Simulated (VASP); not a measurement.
# C (Fmmm) in VASP: notebook

Runs on C. Level: PBE+D3(BJ). Tasks: single point.

All numbers are computed with VASP 6.6.1; they aren't measurements. Logs are shortened: lines on timing, memory, paths and dates and some standing lists are left out, and cuts for length are marked.

**1. The cell of the first run**

It takes space group Fmmm (No. 69, orthorhombic). Conventional cell: a = 2.603 Å, b = 4.506 Å, c = 6.101 Å, α = 90.00°, β = 90.00°, γ = 90.00°. Within 2.0 Å of C (site symmetry m2m) lie 3 C at 1.50 Å.

**2. Single point, PBE+D3(BJ)**

INCAR

```
SYSTEM = C
  PREC = Accurate
  ENCUT = 520
  EDIFF = 1E-6
  ISMEAR = 0
  SIGMA = 0.15
  LREAL = .FALSE.
  LASPH = .TRUE.
  NELM = 80
  ALGO = Normal
  ISIF = 2
  LWAVE = .FALSE.
  LCHARG = .FALSE.
  GGA = PE
  IVDW = 12
  NBANDS = 16
```

KPOINTS

```
regular mesh
0
G
  24 24 8
  0 0 0
```

POSCAR

```
C
1.0
    1.3013937866     -2.2529480382      0.0000000000
    1.3013937866      2.2529480382      0.0000000000
    0.0000000000      0.0000000000      6.1008444121
C
4
Direct
    0.0833101797      0.9166898203      0.7500000000
    0.5833101797      0.4166898203      0.2500000000
    0.9166898203      0.0833101797      0.2500000000
    0.4166898203      0.5833101797      0.7500000000
```

Potentials or basis: VASP PAW PBE potentials, release 64 (C).

Run with:

```console
cat potpaw_PBE.64/C/POTCAR > POTCAR
mpirun -np 1 vasp_std > vasp.out
```

OUTCAR:

```text
SYSTEM = C
   PREC = Accurate
   ENCUT = 520
   EDIFF = 1E-6
   ISMEAR = 0
   LREAL = .FALSE.
   LASPH = .TRUE.
   NELM = 80
   ISIF = 2
   GGA = PE
   IVDW = 12
 IVDW          = 12

 ion  position               nearest neighbor table
   1  0.083  0.917  0.750-   4 1.50   4 1.50   4 1.50
   2  0.583  0.417  0.250-   3 1.50   3 1.50   3 1.50
   3  0.917  0.083  0.250-   2 1.50   2 1.50   2 1.50
   4  0.417  0.583  0.750-   1 1.50   1 1.50   1 1.50

  LATTYP: Found a base centered orthorhombic cell.
 ALAT       =     2.6027875732
 B/A-ratio  =     1.7311808781
 C/A-ratio  =     2.3439655525

  Lattice vectors:

 A1 = (   1.3013937866,  -2.2529480382,   0.0000000000)
 A2 = (   1.3013937866,   2.2529480382,   0.0000000000)
 A3 = (   0.0000000000,   0.0000000000,   6.1008444121)

Analysis of symmetry for initial positions (statically):
=====================================================================
 Subroutine PRICEL returns following result:

  LATTYP: Found a face centered orthorhombic cell.
 ALAT       =     2.6027875732
 B/A-ratio  =     1.7311808781
 C/A-ratio  =     2.3439655525

  Lattice vectors:

 A1 = (   0.0000000000,  -2.2529480382,  -3.0504222060)
 A2 = (   1.3013937866,   0.0000000000,  -3.0504222060)
 A3 = (   1.3013937866,  -2.2529480382,   0.0000000000)

   2 primitive cells build up your supercell.

 Routine SETGRP: Setting up the symmetry group for a
 base centered orthorhombic supercell.

 Subroutine GETGRP returns: Found  8 space group operations
 (whereof  4 operations were pure point group operations)
 out of a pool of  8 trial point group operations.

The static configuration has the point symmetry C_2h.
 The point group associated with its full space group is D_2h.

Analysis of symmetry for dynamics (positions and initial velocities):
=====================================================================
 Subroutine PRICEL returns following result:

  LATTYP: Found a face centered orthorhombic cell.
 ALAT       =     2.6027875732
 B/A-ratio  =     1.7311808781
 C/A-ratio  =     2.3439655525

  Lattice vectors:

 A1 = (   0.0000000000,  -2.2529480382,  -3.0504222060)
 A2 = (   1.3013937866,   0.0000000000,  -3.0504222060)
 A3 = (   1.3013937866,  -2.2529480382,   0.0000000000)

   2 primitive cells build up your supercell.

 Routine SETGRP: Setting up the symmetry group for a
 base centered orthorhombic supercell.

 Subroutine GETGRP returns: Found  8 space group operations
 (whereof  4 operations were pure point group operations)
 out of a pool of  8 trial point group operations.

The dynamic configuration has the point symmetry C_2h.
 The point group associated with its full space group is D_2h.

 Subroutine INISYM returns: Found  8 space group operations
 (whereof  4 operations are pure point group operations),
 and found     2 'primitive' translations

----------------------------------------------------------------------------------------

                                     Primitive cell

  volume of cell :      17.8875

  direct lattice vectors                    reciprocal lattice vectors
     0.000000000 -2.252948038 -3.050422206    -0.384203463 -0.221931439 -0.163911736
     1.301393787  0.000000000 -3.050422206     0.384203463  0.221931439 -0.163911736
     1.301393787 -2.252948038  0.000000000     0.384203463 -0.221931439  0.163911736

  length of vectors
     3.792209184  3.316429017  2.601807189     0.473004146  0.473004146  0.473004146

  position of ions in fractional coordinates (direct lattice)
     0.333310180  0.166689820  0.833310180
     0.666689820  0.833310180  0.166689820

  ion indices of the primitive-cell ions
   primitive index   ion index
                 1           1
                 2           4

----------------------------------------------------------------------------------------

 KPOINTS: regular mesh

Automatic generation of k-mesh.
 Grid dimensions read from file:
 generate k-points for:   24   24    8

 Generating k-lattice:

  Cartesian coordinates                     Fractional coordinates (reciprocal lattice)
     0.016008478 -0.009247143  0.000000000     0.041666667  0.000000000  0.000000000
     0.016008478  0.009247143  0.000000000     0.000000000  0.041666667  0.000000000
     0.000000000  0.000000000  0.020488967     0.000000000  0.000000000  0.125000000

  Length of vectors
     0.018487320  0.018487320  0.020488967

  Shift w.r.t. Gamma in fractional coordinates (k-lattice)
     0.000000000  0.000000000  0.000000000

 Subroutine IBZKPT returns following result:
 ===========================================

 Found    785 irreducible k-points:

 Following reciprocal coordinates:
            Coordinates               Weight
  0.000000  0.000000  0.000000      1.000000
  0.041667  0.000000  0.000000      4.000000
  0.083333  0.000000  0.000000      4.000000
  0.125000 -0.000000  0.000000      4.000000
  0.166667 -0.000000  0.000000      4.000000
  0.208333  0.000000  0.000000      4.000000
[... 16 lines left out ...]
  0.416667  0.041667  0.000000      4.000000
  0.458333  0.041667  0.000000      4.000000
 [... further k-points ...]
   k-points           NKPTS =    785   k-points in BZ     NKDIM =    785   number of bands    NBANDS=     16
   number of dos      NEDOS =    301   number of ions     NIONS =      4
   total plane-waves  NPLWV =  19200
   dimension x,y,z NGX =    20 NGY =   20 NGZ =   48
   dimension x,y,z NGXF=    40 NGYF=   40 NGZF=   96
   ions per type =               4
   NGX,Y,Z   is equivalent  to a cutoff of  12.78, 12.78, 13.08 a.u.
   NGXF,Y,Z  is equivalent  to a cutoff of  25.56, 25.56, 26.16 a.u.
 SYSTEM =  C
   PREC   = accura    normal or accurate (medium, high low for compatibility)
   ISTART =      0    job   : 0-new  1-cont  2-samecut
   ICHARG =      2    charge: 1-file 2-atom 10-const
   ISPIN  =      1    spin polarized calculation?
   LNONCOLLINEAR =      F non collinear calculations
   LSORBIT =      F    spin-orbit coupling
   LASPH  =      T    aspherical Exc in radial PAW
   ENCUT  =  520.0 eV  38.22 Ry    6.18 a.u.   4.84  4.84 11.34*2*pi/ulx,y,z
   NELM   =     80;   NELMIN=  2; NELMDL= -5     # of ELM steps
   EDIFF  = 0.1E-05   stopping-criterion for ELM
   LREAL  =      F    real-space projection
   EDIFFG = 0.1E-04   stopping-criterion for IOM
   NSW    =      0    number of steps for IOM
   IBRION =     -1    ionic relax: 0-MD 1-quasi-New 2-CG
   NFREE  =      0    steps in history (QN), initial steepest desc. (CG)
   ISIF   =      2    stress and relaxation
   ISYM   =      2    0-nonsym 1-usesym 2-fastsym
   POTIM  = 0.5000    time-step for ionic-motion
   TEBEG  =    0.0;   TEEND  =   0.0 temperature during run
   PSTRESS=    0.0 pullay stress
   NELECT =      16.0000    total number of electrons
   NUPDOWN=      -1.0000    fix difference up-down
   EMIN   =  10.00;   EMAX   =-10.00  energy-range for DOS
   EFERMI =   0.00;   METHOD = LEGACY
   ISMEAR =     0;   SIGMA  =   0.15  broadening in eV -4-tet -1-fermi 0-gaus
   EFERMI_NEDOS =   21; number of points for ismear=-14 and -15
   IALGO  =     38    algorithm
   IMIX   =      4    mixing-type and parameters
     AMIX     =   0.40;   BMIX     =  1.00
     AMIX_MAG =   1.60;   BMIX_MAG =  1.00
  volume/ion in A,a.u.               =       8.94        60.36
  Fermi-wavevector in a.u.,A,eV,Ry     =   1.251954  2.365849 21.325603  1.567388
  Thomas-Fermi vector in A             =   2.385877
   LORBIT       =      0    0 simple, 1 ext, 2 COOP (PROOUT), +10 PAW based schemes
   GGA     = PE    functional components
   LHFCALC =     F    Hartree Fock is set to
   AEXX    =    0.0000 exact exchange contribution
   IVDW    =    12    specifies the selected vdW correction
   LEPSILON=     F    determine dielectric tensor
   LRPA    =     F    only Hartree local field effects (RPA)
 non-spin polarized calculation
 Gauss-broadening in eV      SIGMA  =   0.15
  energy-cutoff  :      520.00
  volume of cell :       35.78
 maximum number of plane-waves:       982
   NGX =  9   NGY =  9   NGZ = 23

 number of electron      16.0000000 magnetization

 Free energy of the ion-electron system (eV)
  ---------------------------------------------------
  ext. energy  EPLUGINS =         0.00000000
  ---------------------------------------------------
  free energy    TOTEN  =       -35.98129346 eV

  energy without entropy =      -35.97995219  energy(sigma->0) =      -35.98062283

 E-fermi :   4.6982     XC(G=0): -10.6142

 val. band max:        4.6600496928   @ k =   0.3750   0.3333   0.2500
 cond. band min:       4.7033789811   @ k =   0.3333   0.2917   0.2500
 fundamental gap:      0.0433292883
 Fermi energy:         4.6982327234

 k-point     1 :       0.0000    0.0000    0.0000
  band No.  band energies     occupation
      1     -13.9755      2.00000
      2     -13.3354      2.00000
      3      -3.4179      2.00000
      4      -0.1993      2.00000
      5       1.4938      2.00000
      6       1.5384      2.00000
[... 8 lines left out ...]
     15      13.8238      0.00000
     16      14.0214      0.00000

 k-point     2 :       0.0417    0.0000    0.0000
  band No.  band energies     occupation
      1     -13.9376      2.00000
      2     -13.2989      2.00000
      3      -3.3731      2.00000
      4      -0.1600      2.00000
      5       1.3387      2.00000
      6       1.4204      2.00000
[... 8 lines left out ...]
     15      13.8906      0.00000
     16      13.9229      0.00000

 k-point     3 :       0.0833    0.0000    0.0000
  band No.  band energies     occupation
      1     -13.8241      2.00000
      2     -13.1893      2.00000
      3      -3.2390      2.00000
      4      -0.0427      2.00000
      5       0.8729      2.00000
      6       0.9875      2.00000
[... 8 lines left out ...]
     15      13.9141      0.00000
     16      13.9543      0.00000
[... 362 lines left out ...]
 k-point    23 :       0.4167    0.0417    0.0000
  band No.  band energies     occupation
      1      -9.9635      2.00000
      2      -9.5201      2.00000
      3      -7.0209      2.00000
      4      -6.6542      2.00000
      5      -1.4275      2.00000
      6      -1.3583      2.00000
[... 8 lines left out ...]
     15      18.9236      0.00000
     16      19.1600      0.00000

 k-point    24 :       0.4583    0.0417    0.0000
  band No.  band energies     occupation
      1      -9.3256      2.00000
      2      -9.0836      2.00000
      3      -7.5958      2.00000
      4      -7.3757      2.00000
      5      -1.4989      2.00000
      6      -1.4293      2.00000
[... 8 lines left out ...]
     15      18.6776      0.00000
     16      19.3395      0.00000

 [... further k-points ...]

------------------------ aborting loop because EDIFF is reached ----------------------------------------

 Edisp (eV)   -0.65843

 E8    (eV) :    -0.1891

  FORCE on cell =-STRESS in cart. coord.  units (eV):
  Direction    XX          YY          ZZ          XY          YZ          ZX
  --------------------------------------------------------------------------------------
  -------------------------------------------------------------------------------------
  Total     -13.27038   -13.55710     1.52843     0.00000    -0.00000     0.00000
  in kB    -594.31127  -607.15198    68.45027     0.00000    -0.00000     0.00000
  external pressure =     -377.67 kB  Pullay stress =        0.00 kB

 VOLUME and BASIS-vectors are now :
 -----------------------------------------------------------------------------
  energy-cutoff  :      520.00
  volume of cell :       35.78
      direct lattice vectors                 reciprocal lattice vectors
     1.301393787 -2.252948038  0.000000000     0.384203463 -0.221931439  0.000000000
     1.301393787  2.252948038  0.000000000     0.384203463  0.221931439  0.000000000
     0.000000000  0.000000000  6.100844412     0.000000000  0.000000000  0.163911736

 POSITION                                       TOTAL-FORCE (eV/Angst)
 -----------------------------------------------------------------------------------
      1.30139      1.87756      4.57563         0.000000     -0.011416     -0.000000
      1.30139     -0.37539      1.52521         0.000000     -0.011416      0.000000
      1.30139     -1.87756      1.52521         0.000000      0.011416     -0.000000
      1.30139      0.37539      4.57563         0.000000      0.011416      0.000000
 -----------------------------------------------------------------------------------
    total drift:                                0.000000     -0.000000      0.000000

  FREE ENERGIE OF THE ION-ELECTRON SYSTEM (eV)
  ---------------------------------------------------
  free  energy   TOTEN  =       -36.6397257857 eV

  energy  without entropy=      -36.6383845191  energy(sigma->0) =      -36.63905515
```

Wall time 2.8 min (1 thread of Intel Xeon 6975P-C (Granite Rapids), shared host); peak memory 0.41 GiB.

Results:

| Quantity | Value |
| --- | --- |
| Free energy | -36.6397 eV |
| Pressure | -37.8 GPa |
| Largest force | 0.011 eV/Å |
| Band gap on the k mesh | zero (bands 8 and 9 overlap by 0.45 eV) |
| Dispersion energy per atom | -0.165 eV |

Forces in eV/Å, atoms in the order of the input:
```
C    0.000 -0.011  0.000
C    0.000 -0.011  0.000
C    0.000  0.011  0.000
C    0.000  0.011  0.000
```

Caveat: the stress differs along the axes, from -61 to 7 GPa.

**3. Single point, PBE+D3(BJ)**

This run uses another cell than the first one, of the same volume but with other edges.

INCAR

```
SYSTEM = C
PREC = Accurate
ENCUT = 520
EDIFF = 1E-6
ISMEAR = 0
SIGMA = 0.15
LREAL = .FALSE.
LASPH = .TRUE.
NELM = 100
ALGO = Normal
ISIF = 2
LWAVE = .FALSE.
LCHARG = .FALSE.
GGA = PE
IVDW = 12
NBANDS = 16
```

KPOINTS is that of step 2.

POSCAR

```
C
1.0
    1.1600800425     -2.0083083866      0.0000000000
    1.1600800425      2.0083083866      0.0000000000
    0.0000000000      0.0000000000      7.6777063279
C
4
Direct
    0.0833101797      0.9166898203      0.7500000000
    0.5833101797      0.4166898203      0.2500000000
    0.9166898203      0.0833101797      0.2500000000
    0.4166898203      0.5833101797      0.7500000000
```

Potentials or basis: VASP PAW PBE potentials, release 64 (C).

Run with:

```console
cat potpaw_PBE.64/C/POTCAR > POTCAR
mpirun -np 1 vasp_std > vasp.out
```

Run time: 2.8 min. Hardware: 1 thread of Intel Xeon 6975P-C (Granite Rapids), shared host; peak memory 0.42 GiB.

It converged, with:

```
Free energy                : -36.2365 eV
Pressure                   : 58.5 GPa
Band gap on the k mesh     : zero (filled and empty bands touch)
Dispersion energy per atom : -0.122 eV
```

Stress tensor (GPa, compression positive):
```
88.52  0.00  0.00
 0.00 88.91  0.00
 0.00  0.00 -2.04
```

Levels at points of the mesh, in eV from the Fermi level:
| k point | band 6 | band 7 | band 8 | band 9 | band 10 | band 11 |
| --- | --- | --- | --- | --- | --- | --- |
| (0.00, 0.00, 0.00) | -2.91 | -2.91 | -2.91 | 2.75 | 7.16 | 9.58 |
| (0.50, 0.00, 0.00) | -6.91 | -2.76 | -2.76 | 1.78 | 1.78 | 9.28 |
| (0.50, 0.50, 0.00) | -6.92 | -3.00 | -2.45 | 1.36 | 2.16 | 9.20 |
| (0.00, 0.00, 0.50) | -2.92 | -2.91 | -2.91 | 4.47 | 4.47 | 9.59 |
| (0.50, 0.00, 0.50) | -6.91 | -2.74 | -2.74 | 1.73 | 1.73 | 9.28 |
| (0.50, 0.50, 0.50) | -6.92 | -2.74 | -2.74 | 1.73 | 1.73 | 9.26 |

Caveat: the stress differs along the axes, from -2 to 89 GPa.

[end of part 1 of 2]

The gap in the log of VASP goes by the Fermi energy; the results here count the filled bands.